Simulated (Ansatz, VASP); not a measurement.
# One calculation of SiC, two programs

The input INCAR:

```
ALGO     = Normal         # electronic algorithm
EDIFF    = 1E-6           # SCF threshold, eV
ENCUT    = 600            # plane-wave cutoff, eV
GGA      = PE             # functional
GGA_COMPAT= F            
ISIF     = 2              # what is computed and relaxed
ISMEAR   = -1             # smearing method
LASPH    = T              # aspherical terms in the spheres
LCHARG   = F              # write CHGCAR
LREAL    = F              # projectors in reciprocal space
LWAVE    = F              # write WAVECAR
NBANDS   = 11             # bands
NELM     = 120            # most SCF steps
PREC     = Accurate       # precision mode
SIGMA    = 0.01           # smearing width, eV
```

File KPOINTS:

```
k-points
0
Gamma
  11 11 11
```

Contents of POSCAR:

```
SiC
1.0
    0.0000000000      2.1898524999      2.1898524999
    2.1898524999      0.0000000000      2.1898524999
    2.1898524999      2.1898524999      0.0000000000
Si C
1 1
Direct
    0.7500000000      0.7500000000      0.7500000000
    0.0000000000      0.0000000000      0.0000000000
```

Input for Ansatz:

```yaml
crystal:
  lattice:
    - [0.0, 2.1898524999, 2.1898524999]
    - [2.1898524999, 0.0, 2.1898524999]
    - [2.1898524999, 2.1898524999, 0.0]
  atoms:
    - { symbol: Si, position: [0.75, 0.75, 0.75] }
    - { symbol: C, position: [0.0, 0.0, 0.0] }
basis:
  ecutwfc: 420.0
  ecutrho_ratio: 4
  xc_grid: 2
  precision: f64
hamiltonian:
  pseudopotentials: { kind: paw, azcp: { folder: soft_1 } }
scf:
  max_iter: 60
  self_checks: high
  occupations: { method: fermi_dirac, width: 0.01 }
kpoints:
  mp_grid: { grid: [11, 11, 11] }
  band_path: { path: [VBM, CBM], npoints: 1 }
checkpoint:
  write: "../edges.point.run"
  compress: false
  write_wavefunctions: true
  write_every: 100000
```

Alike in both runs: task single point; functional PBE; k mesh 11 × 11 × 11; occupations fermi-dirac, width 0.01 eV; no spin polarisation.

|  | VASP | Ansatz |
| --- | --- | --- |
| version | VASP 6.6.1 | Ansatz 0.2.0 |
| potentials or method | VASP PAW PBE potentials, release 64 (Si, C), cutoff 600 eV | plane-wave PAW DFT |
| valence electrons in the cell | 8 | 8 |

```tsv
	VASP	Ansatz	Ansatz less VASP
gap on the k mesh at the Fermi level (eV)	1.47	1.47	+0.002
```
